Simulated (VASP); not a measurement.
Wanted: the native input for a VASP 6.6.1 run.

- Task: single point
- Functional: PBE
- Potentials or basis: VASP PAW PBE potentials, release 64 (Hg, Te)
- Cutoff: 520 eV
- k mesh: 5 × 5 × 5
- Occupations: fermi-dirac, width 0.05 eV
- Spin: non-collinear spin, zero start, spin-orbit coupling
- Starting moments: [[0.0, 0.0, 0.0], [0.0, 0.0, 0.0]] μB
- Dipole correction: no
- Further INCAR settings: ALGO = Normal; EDIFF = 1e-06; NBANDS = 30

The structure of HgTe (Coloradoite) lies in POSCAR:

```
HgTe
1.0
    0.0000000000      3.2145000000      3.2145000000
    3.2145000000      0.0000000000      3.2145000000
    3.2145000000      3.2145000000      0.0000000000
Hg Te
1 1
Direct
    0.0000000000      0.0000000000      0.0000000000
    0.7500000000      0.7500000000      0.7500000000
```

The input as run:

INCAR

```
SYSTEM = HgTe
ALGO = Normal ; EDIFF = 1E-6
ENCUT = 520 ; GGA = PE
GGA_COMPAT = .FALSE. ; ISIF = 2
ISMEAR = -1 ; LASPH = .TRUE.
LCHARG = .FALSE. ; LORBIT = 11
LORBMOM = .TRUE. ; LREAL = .FALSE.
LSORBIT = .TRUE. ; LWAVE = .FALSE.
MAGMOM = 0 0 0 0 0 0 ; NBANDS = 30
NELM = 150 ; PREC = Accurate
SIGMA = 0.05
```

KPOINTS

```
k-points
0
G
  5 5 5
  0 0 0
```

Potentials or basis: VASP PAW PBE potentials, release 64 (Hg, Te).

Launch:

```console
$ cat potpaw_PBE.64/Hg/POTCAR potpaw_PBE.64/Te/POTCAR > POTCAR
$ mpirun -np 1 vasp_ncl > vasp.out
```

Results of the run:

```yaml
Pressure: 4.5 GPa
Net_moment: 0.00 μB per cell
Valence_electrons_inside_the_program's_atomic_spheres: Hg 10.55; Te 3.39
```

It took 2.4 min on 1 thread of Intel Xeon 8259CL, with other jobs on the host, peak memory 0.39 GiB.
